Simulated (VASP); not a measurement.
# MgO (Fm-3m) in VASP: a series of runs

Aim: see how the results for MgO move with the level of theory and the settings. Levels: RPBE+D4, BLYP+D3(BJ), PBEsol. Tasks: single point.

Program: VASP 6.6.1. These are calculated values, not measurements. Logs are shortened: lines on timing, memory, paths and dates and some standing lists are left out, and cuts for length are marked.

### Step 1. The cell of the first run

Symmetry: Fm-3m, No. 225, cubic system. Conventional cell: a = 4.232 Å, b = 4.232 Å, c = 4.232 Å, α = 90.00°, β = 90.00°, γ = 90.00°. Mg (site symmetry m-3m) has 6 O at 2.12 Å within 2.8 Å. Within 2.8 Å of O (site symmetry m-3m) lie 6 Mg at 2.12 Å.

### Step 2. Single point, RPBE+D4

Contents of INCAR:

```
  PREC = Accurate
  ENCUT = 520
  EDIFF = 1E-6
  ISMEAR = -1
  SIGMA = 0.05
  LREAL = False
  LASPH = True
  NELM = 80
  ALGO = Normal
  ISIF = 2
  LWAVE = False
  LCHARG = False
  GGA = RP
  IVDW = 13
  NBANDS = 11
```

Contents of KPOINTS:

```
regular mesh
0
Gamma
  11 11 11
```

Contents of POSCAR:

```
MgO
1.0
    0.0000000000      2.1159636380      2.1159636380
    2.1159636380      0.0000000000      2.1159636380
    2.1159636380      2.1159636380      0.0000000000
Mg O
1 1
Direct
    0.0000000000      0.0000000000      0.0000000000
    0.5000000000      0.5000000000      0.5000000000
```

Potentials or basis: VASP PAW PBE potentials, release 64 (Mg, O).

Launch:

```bash
$ cat potpaw_PBE.64/Mg/POTCAR potpaw_PBE.64/O/POTCAR > POTCAR
$ mpirun -np 1 vasp_std > vasp.out
```

OUTCAR:

```text
PREC = Accurate
   ENCUT = 520
   EDIFF = 1E-6
   ISMEAR = -1
   LREAL = False
   LASPH = True
   NELM = 80
   ISIF = 2
   GGA = RP
   IVDW = 13

 ion  position               nearest neighbor table
   1  0.000  0.000  0.000-   2 2.12   2 2.12   2 2.12   2 2.12   2 2.12   2 2.12
   2  0.500  0.500  0.500-   1 2.12   1 2.12   1 2.12   1 2.12   1 2.12   1 2.12

  LATTYP: Found a face centered cubic cell.
 ALAT       =     4.2319272760

  Lattice vectors:

 A1 = (   0.0000000000,   2.1159636380,   2.1159636380)
 A2 = (   2.1159636380,   0.0000000000,   2.1159636380)
 A3 = (   2.1159636380,   2.1159636380,   0.0000000000)

Analysis of symmetry for initial positions (statically):
=====================================================================
 Subroutine PRICEL returns:
 Original cell was already a primitive cell.

 Routine SETGRP: Setting up the symmetry group for a
 face centered cubic supercell.

 Subroutine GETGRP returns: Found 48 space group operations
 (whereof 48 operations were pure point group operations)
 out of a pool of 48 trial point group operations.

The static configuration has the point symmetry O_h .

Analysis of symmetry for dynamics (positions and initial velocities):
=====================================================================
 Subroutine PRICEL returns:
 Original cell was already a primitive cell.

 Routine SETGRP: Setting up the symmetry group for a
 face centered cubic supercell.

 Subroutine GETGRP returns: Found 48 space group operations
 (whereof 48 operations were pure point group operations)
 out of a pool of 48 trial point group operations.

The dynamic configuration has the point symmetry O_h .

 Subroutine INISYM returns: Found 48 space group operations
 (whereof 48 operations are pure point group operations),
 and found     1 'primitive' translations

----------------------------------------------------------------------------------------

                                     Primitive cell

  volume of cell :      18.9476

  direct lattice vectors                    reciprocal lattice vectors
     0.000000000  2.115963638  2.115963638    -0.236298957  0.236298957  0.236298957
     2.115963638  0.000000000  2.115963638     0.236298957 -0.236298957  0.236298957
     2.115963638  2.115963638  0.000000000     0.236298957  0.236298957 -0.236298957

  length of vectors
     2.992424474  2.992424474  2.992424474     0.409281799  0.409281799  0.409281799

  position of ions in fractional coordinates (direct lattice)
     0.000000000  0.000000000  0.000000000
     0.500000000  0.500000000  0.500000000

  ion indices of the primitive-cell ions
   primitive index   ion index
                 1           1
                 2           2

----------------------------------------------------------------------------------------

 KPOINTS: regular mesh

Automatic generation of k-mesh.
 Grid dimensions read from file:
 generate k-points for:   11   11   11

 Generating k-lattice:

  Cartesian coordinates                     Fractional coordinates (reciprocal lattice)
    -0.021481723  0.021481723  0.021481723     0.090909091  0.000000000  0.000000000
     0.021481723 -0.021481723  0.021481723     0.000000000  0.090909091  0.000000000
     0.021481723  0.021481723 -0.021481723     0.000000000  0.000000000  0.090909091

  Length of vectors
     0.037207436  0.037207436  0.037207436

  Shift w.r.t. Gamma in fractional coordinates (k-lattice)
     0.000000000  0.000000000  0.000000000

 Subroutine IBZKPT returns following result:
 ===========================================

 Found     56 irreducible k-points:

 Following reciprocal coordinates:
            Coordinates               Weight
  0.000000  0.000000  0.000000      1.000000
  0.090909  0.000000  0.000000      8.000000
  0.181818  0.000000  0.000000      8.000000
  0.272727  0.000000  0.000000      8.000000
  0.363636  0.000000  0.000000      8.000000
  0.454545  0.000000  0.000000      8.000000
[... 16 lines left out ...]
 -0.272727  0.181818  0.000000     24.000000
 -0.181818  0.181818  0.000000     12.000000
 [... further k-points ...]
   k-points           NKPTS =     56   k-points in BZ     NKDIM =     56   number of bands    NBANDS=     11
   number of dos      NEDOS =    301   number of ions     NIONS =      2
   total plane-waves  NPLWV =  13824
   dimension x,y,z NGX =    24 NGY =   24 NGZ =   24
   dimension x,y,z NGXF=    48 NGYF=   48 NGZF=   48
   ions per type =               1   1
   NGX,Y,Z   is equivalent  to a cutoff of  13.33, 13.33, 13.33 a.u.
   NGXF,Y,Z  is equivalent  to a cutoff of  26.67, 26.67, 26.67 a.u.
 SYSTEM =  unknown system
   PREC   = accura    normal or accurate (medium, high low for compatibility)
   ISTART =      0    job   : 0-new  1-cont  2-samecut
   ICHARG =      2    charge: 1-file 2-atom 10-const
   ISPIN  =      1    spin polarized calculation?
   LNONCOLLINEAR =      F non collinear calculations
   LSORBIT =      F    spin-orbit coupling
   LASPH  =      T    aspherical Exc in radial PAW
   ENCUT  =  520.0 eV  38.22 Ry    6.18 a.u.   5.56  5.56  5.56*2*pi/ulx,y,z
   NELM   =     80;   NELMIN=  2; NELMDL= -5     # of ELM steps
   EDIFF  = 0.1E-05   stopping-criterion for ELM
   LREAL  =      F    real-space projection
   EDIFFG = 0.1E-04   stopping-criterion for IOM
   NSW    =      0    number of steps for IOM
   IBRION =     -1    ionic relax: 0-MD 1-quasi-New 2-CG
   NFREE  =      0    steps in history (QN), initial steepest desc. (CG)
   ISIF   =      2    stress and relaxation
   ISYM   =      2    0-nonsym 1-usesym 2-fastsym
   POTIM  = 0.5000    time-step for ionic-motion
   TEBEG  =    0.0;   TEEND  =   0.0 temperature during run
   PSTRESS=    0.0 pullay stress
   NELECT =       8.0000    total number of electrons
   NUPDOWN=      -1.0000    fix difference up-down
   EMIN   =  10.00;   EMAX   =-10.00  energy-range for DOS
   EFERMI =   0.00;   METHOD = LEGACY
   ISMEAR =    -1;   SIGMA  =   0.05  broadening in eV -4-tet -1-fermi 0-gaus
   EFERMI_NEDOS =   21; number of points for ismear=-14 and -15
   IALGO  =     38    algorithm
   IMIX   =      4    mixing-type and parameters
     AMIX     =   0.40;   BMIX     =  1.00
     AMIX_MAG =   1.60;   BMIX_MAG =  1.00
  volume/ion in A,a.u.               =       9.47        63.93
  Fermi-wavevector in a.u.,A,eV,Ry     =   1.228155  2.320877 20.522558  1.508365
  Thomas-Fermi vector in A             =   2.363092
   LORBIT       =      0    0 simple, 1 ext, 2 COOP (PROOUT), +10 PAW based schemes
   GGA     = RP    functional components
   LHFCALC =     F    Hartree Fock is set to
   AEXX    =    0.0000 exact exchange contribution
   IVDW    =    13    specifies the selected vdW correction
   LEPSILON=     F    determine dielectric tensor
   LRPA    =     F    only Hartree local field effects (RPA)
 non-spin polarized calculation
  energy-cutoff  :      520.00
  volume of cell :       18.95
 maximum number of plane-waves:       532
   NGX = 11   NGY = 11   NGZ = 11

 number of electron       8.0000005 magnetization

 Free energy of the ion-electron system (eV)
  ---------------------------------------------------
  ext. energy  EPLUGINS =         0.00000000
  ---------------------------------------------------
  free energy    TOTEN  =       -11.22967378 eV

  energy without entropy =      -11.22967378  energy(sigma->0) =      -11.22967378

 E-fermi :   4.2606     XC(G=0): -10.7833

 val. band max:        3.2418611124   @ k =   0.0000   0.0000   0.0000
 cond. band min:       7.9350051151   @ k =   0.0000   0.0000   0.0000
 fundamental gap:      4.6931440027
 Fermi energy:         4.2606493139

 k-point     1 :       0.0000    0.0000    0.0000
  band No.  band energies     occupation
      1     -14.0253      2.00000
      2       3.2419      2.00000
      3       3.2419      2.00000
      4       3.2419      2.00000
      5       7.9350      0.00000
      6      19.0908      0.00000
      7      19.0908      0.00000
      8      19.0908      0.00000
      9      22.9238      0.00000
     10      24.7301      0.00000
     11      24.7301      0.00000

 k-point     2 :       0.0909    0.0000    0.0000
  band No.  band energies     occupation
      1     -13.9411      2.00000
      2       2.7008      2.00000
      3       3.1874      2.00000
      4       3.1874      2.00000
      5       8.4645      0.00000
      6      17.9956      0.00000
      7      19.2881      0.00000
      8      19.2881      0.00000
      9      24.0942      0.00000
     10      24.0942      0.00000
     11      24.3669      0.00000

 k-point     3 :       0.1818    0.0000    0.0000
  band No.  band energies     occupation
      1     -13.7060      2.00000
      2       1.5545      2.00000
      3       3.0453      2.00000
      4       3.0453      2.00000
      5       9.5400      0.00000
      6      16.5433      0.00000
      7      19.7218      0.00000
      8      19.7218      0.00000
      9      23.3734      0.00000
     10      23.3734      0.00000
     11      25.5077      0.00000

 k-point     4 :       0.2727    0.0000    0.0000
  band No.  band energies     occupation
      1     -13.3750      2.00000
      2       0.3446      2.00000
      3       2.8672      2.00000
      4       2.8672      2.00000
      5      10.5068      0.00000
      6      15.7073      0.00000
      7      19.9243      0.00000
      8      19.9243      0.00000
      9      23.5205      0.00000
     10      23.5205      0.00000
     11      25.0550      0.00000
[... 239 lines left out ...]
 k-point    22 :      -0.3636    0.1818    0.0000
  band No.  band energies     occupation
      1     -12.7588      2.00000
      2      -0.6750      2.00000
      3       1.5573      2.00000
      4       2.5273      2.00000
      5      12.4481      0.00000
      6      15.4383      0.00000
      7      17.3520      0.00000
      8      20.3325      0.00000
      9      24.0657      0.00000
     10      24.6914      0.00000
     11      27.8000      0.00000

 k-point    23 :      -0.2727    0.1818    0.0000
  band No.  band energies     occupation
      1     -12.9822      2.00000
      2      -0.1884      2.00000
      3       1.7308      2.00000
      4       2.6994      2.00000
      5      12.1108      0.00000
      6      15.1555      0.00000
      7      17.9073      0.00000
      8      20.6315      0.00000
      9      22.8301      0.00000
     10      24.5987      0.00000
     11      27.9205      0.00000

 k-point    24 :      -0.1818    0.1818    0.0000
  band No.  band energies     occupation
      1     -13.2754      2.00000
      2       0.4408      2.00000
      3       2.1590      2.00000
      4       2.8817      2.00000
      5      11.2399      0.00000
      6      15.3275      0.00000
      7      18.7233      0.00000
      8      21.2249      0.00000
      9      21.2848      0.00000
     10      24.5057      0.00000
     11      27.7358      0.00000

 [... further k-points ...]

------------------------ aborting loop because EDIFF is reached ----------------------------------------

  DFT-D4 for vdW energy calculation

  Edisp (eV):   -0.70941

  FORCE on cell =-STRESS in cart. coord.  units (eV):
  Direction    XX          YY          ZZ          XY          YZ          ZX
  --------------------------------------------------------------------------------------
  -------------------------------------------------------------------------------------
  Total      -0.10544    -0.10544    -0.10544     0.00000     0.00000    -0.00000
  in kB      -8.91619    -8.91619    -8.91619     0.00000     0.00000    -0.00000
  external pressure =       -8.92 kB  Pullay stress =        0.00 kB

 VOLUME and BASIS-vectors are now :
 -----------------------------------------------------------------------------
  energy-cutoff  :      520.00
  volume of cell :       18.95
      direct lattice vectors                 reciprocal lattice vectors
     0.000000000  2.115963638  2.115963638    -0.236298957  0.236298957  0.236298957
     2.115963638  0.000000000  2.115963638     0.236298957 -0.236298957  0.236298957
     2.115963638  2.115963638  0.000000000     0.236298957  0.236298957 -0.236298957

 POSITION                                       TOTAL-FORCE (eV/Angst)
 -----------------------------------------------------------------------------------
      0.00000      0.00000      0.00000         0.000000      0.000000      0.000000
      2.11596      2.11596      2.11596        -0.000000     -0.000000      0.000000
 -----------------------------------------------------------------------------------
    total drift:                               -0.000000     -0.000000      0.000000

  FREE ENERGIE OF THE ION-ELECTRON SYSTEM (eV)
  ---------------------------------------------------
  free  energy   TOTEN  =       -11.9390800958 eV

  energy  without entropy=      -11.9390800958  energy(sigma->0) =      -11.93908010
```

It took 18 s on 1 thread of Intel Xeon 8259CL, shared host; peak memory 0.14 GiB.

What came out:

* Free energy: -11.9391 eV
* Pressure: -0.9 GPa
* Band gap on the k mesh: 4.69 eV, direct
* Dispersion energy per atom: -0.355 eV

Levels at points of the mesh, in eV from the valence-band top:
```tsv
k point	band 1	band 2	band 3	band 4	band 5	band 6	band 7	band 8
(0.00, 0.00, 0.00)	-17.27	0.00	0.00	0.00	4.69	15.85	15.85	15.85
```

Caveat: the PAW data sets were made with another functional, which shifts forces and pressure a little.

### Step 3. Single point, BLYP+D3(BJ)

This run uses another cell than the first one, of 9.11 Å³/atom, 0.961 times its volume.

Contents of INCAR:

```
SYSTEM = MgO
PREC = Accurate ; ENCUT = 520
EDIFF = 1E-6 ; ISMEAR = -1
SIGMA = 0.05 ; LREAL = .FALSE.
LASPH = .TRUE. ; NELM = 60
ALGO = Normal ; ISIF = 2
LWAVE = .FALSE. ; LCHARG = .TRUE.
GGA = B5 ; ALDAX = 1.0
AGGAX = 1.0 ; AGGAC = 1.0
ALDAC = 0.0 ; IVDW = 12
VDW_S6 = 1.0 ; VDW_S8 = 2.6996
VDW_A1 = 0.4298 ; VDW_A2 = 4.2359
LELF = .TRUE. ; LVHAR = .TRUE.
NBANDS = 11
```

Contents of KPOINTS:

```
regular mesh
0
G
  11 11 11
  0 0 0
```

Contents of POSCAR:

```
MgO
1.0
    0.0000000000      2.0881891571      2.0881891571
    2.0881891571      0.0000000000      2.0881891571
    2.0881891571      2.0881891571      0.0000000000
Mg O
1 1
Direct
    0.0000000000      0.0000000000      0.0000000000
    0.5000000000      0.5000000000      0.5000000000
```

Potentials or basis: VASP PAW PBE potentials, release 64 (Mg, O).

Launch:

```bash
$ cat potpaw_PBE.64/Mg/POTCAR potpaw_PBE.64/O/POTCAR > POTCAR
$ mpirun -np 1 vasp_std > vasp.out
```

Run time: 28 s. Hardware: 1 thread of Intel Xeon 8259CL, shared host; peak memory 0.16 GiB.

The run converged. Its results:

- Free energy: -12.6170 eV
- Pressure: -0.7 GPa
- Band gap on the k mesh: 5.27 eV, direct
- Dispersion energy per atom: -0.654 eV

Levels at points of the mesh, in eV from the valence-band top:
| k point | band 1 | band 2 | band 3 | band 4 | band 5 | band 6 | band 7 | band 8 | band 9 |
| --- | --- | --- | --- | --- | --- | --- | --- | --- | --- |
| (0.00, 0.00, 0.00) | -17.27 | 0.00 | 0.00 | 0.00 | 5.27 | 16.13 | 16.13 | 16.13 | 20.61 |

Caveat: the PAW data sets were made with another functional, which shifts forces and pressure a little.

[end of part 1 of 2]
